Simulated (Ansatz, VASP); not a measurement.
**Al3GaN4: VASP beside Ansatz**

Contents of INCAR:

```
ALGO = Normal
EDIFF = 1E-6
ENCUT = 520
GGA = PS
ISIF = 2
ISMEAR = 0
LASPH = T
LCHARG = F
LREAL = F
LWAVE = F
NBANDS = 31
NELM = 100
PREC = Accurate
SIGMA = 0.05
```

File KPOINTS:

```
k-points
0
Gamma
  6 6 6
```

File POSCAR:

```
Al3GaN4
1.0
    3.9135618146      0.0000000000      0.0000000000
    0.0000000000      3.9135618146      0.0000000000
    0.0000000000      0.0000000000      4.6947087528
Al Ga N
3 1 4
Direct
    0.5000000000      0.5000000000      0.0000000000
    0.5000000000      0.0000000000      0.5000000000
    0.0000000000      0.5000000000      0.5000000000
    0.0000000000      0.0000000000      0.0000000000
    0.7447140287      0.7447140287      0.2552859713
    0.7447140287      0.2552859713      0.7447140287
    0.2552859713      0.7447140287      0.7447140287
    0.2552859713      0.2552859713      0.2552859713
```

Input for Ansatz:

```yaml
crystal:
  lattice:
    - [3.9135618146, 0.0, 0.0]
    - [0.0, 3.9135618146, 0.0]
    - [0.0, 0.0, 4.6947087528]
  atoms:
    - { symbol: Al, position: [0.5, 0.5, 0.0] }
    - { symbol: Al, position: [0.5, 0.0, 0.5] }
    - { symbol: Al, position: [0.0, 0.5, 0.5] }
    - { symbol: Ga, position: [0.0, 0.0, 0.0] }
    - { symbol: "N", position: [0.7447140287, 0.7447140287, 0.2552859713] }
    - { symbol: "N", position: [0.7447140287, 0.2552859713, 0.7447140287] }
    - { symbol: "N", position: [0.2552859713, 0.7447140287, 0.7447140287] }
    - { symbol: "N", position: [0.2552859713, 0.2552859713, 0.2552859713] }
basis:
  ecutwfc: 520.0
kpoints:
  mp_grid: { grid: [6, 6, 6] }
hamiltonian:
  xc: pbesol
scf:
  occupations: { method: gaussian, width: 0.05 }
output:
  forces: true
  stress: true
  eigenvalues: true
```

Alike in both runs: task single point; functional PBEsol; k mesh 6 × 6 × 6; occupations gaussian, width 0.05 eV; no spin polarisation.

|  | VASP | Ansatz |
| --- | --- | --- |
| version | VASP 6.6.1 | Ansatz 0.2.0 |
| potentials or method | VASP PAW PBE potentials, release 64 (Al, Ga_d, N), cutoff 520 eV | scalar-relativistic, plane waves, PAW |
| valence electrons in the cell | 42 | 42 |

VASP gave:

| Item | Value |
| --- | --- |
| gap on the k mesh at the Fermi level (eV) | 2.59 |
| least direct gap on the mesh (eV) | 2.79 |
| rms of the force components (eV/Å) | 0.093 |

Question: Estimate Ansatz's values.

Answer: gap on the k mesh at the Fermi level (eV): 2.60; least direct gap on the mesh (eV): 2.80; rms of the force components (eV/Å): 0.093.

VASP's potentials were made for PBE, not for PBEsol. Atom by atom the forces differ by 0.015 eV/Å (rms over components). With one functional, cell and mesh, what is left measures potentials, basis and numerics.
